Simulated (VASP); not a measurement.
Write the native input for VASP 6.6.1 that does the following.

```
Task                   : single point
Functional             : PBE
Dispersion             : D3(BJ)
Potentials or basis    : VASP PAW PBE potentials, release 64 (Be)
Cutoff                 : 520 eV
k mesh                 : 16 × 12 × 12
Occupations            : gaussian, width 0.1 eV
Spin                   : no spin polarisation
Dipole correction      : no
Further INCAR settings : ALGO = Normal; EDIFF = 1e-06; NBANDS = 12
```

The structure of Be lies in POSCAR:

```
Be
1.0
    2.4304980692      0.0000000000      0.0000000000
    0.0000000000      3.3697077746      0.0000000000
    0.0000000000      0.0000000000      3.3697077746
Be
4
Direct
    0.7500000000      0.7500000000      0.7500000000
    0.2500000000      0.2500000000      0.7500000000
    0.2500000000      0.7500000000      0.2500000000
    0.7500000000      0.2500000000      0.2500000000
```

This cell differs from its parent crystal: volume scaled by 0.94, then relaxed in part.

These files were run (other wordings do the same):

INCAR

```
SYSTEM = Be
  ALGO = Normal
  EDIFF = 1E-6
  ENCUT = 520
  GGA = PE
  ISIF = 2
  ISMEAR = 0
  IVDW = 12
  LASPH = .True.
  LCHARG = .False.
  LREAL = .False.
  LWAVE = .False.
  NBANDS = 12
  NELM = 80
  PREC = Accurate
  SIGMA = 0.1
```

KPOINTS

```
k-points
0
Gamma
  16 12 12
  0 0 0
```

Potentials or basis: VASP PAW PBE potentials, release 64 (Be).

Launch:

```sh
$ cat potpaw_PBE.64/Be/POTCAR > POTCAR
$ mpirun -np 1 vasp_std > vasp.out
```

It gave:

```
Pressure                   : 9.5 GPa
Band gap on the k mesh     : zero (band 4 reaches 10.71 eV, above the bottom of band 5 at 7.76 eV)
Dispersion energy per atom : -0.409 eV
```

Caveat: pairwise dispersion overbinds metals, which lowers pressure and volume.

Wall time 38 s on 1 thread of Intel(R) Xeon(R) Platinum 8488C (Sapphire Rapids) (shared host), peak memory 0.19 GiB.
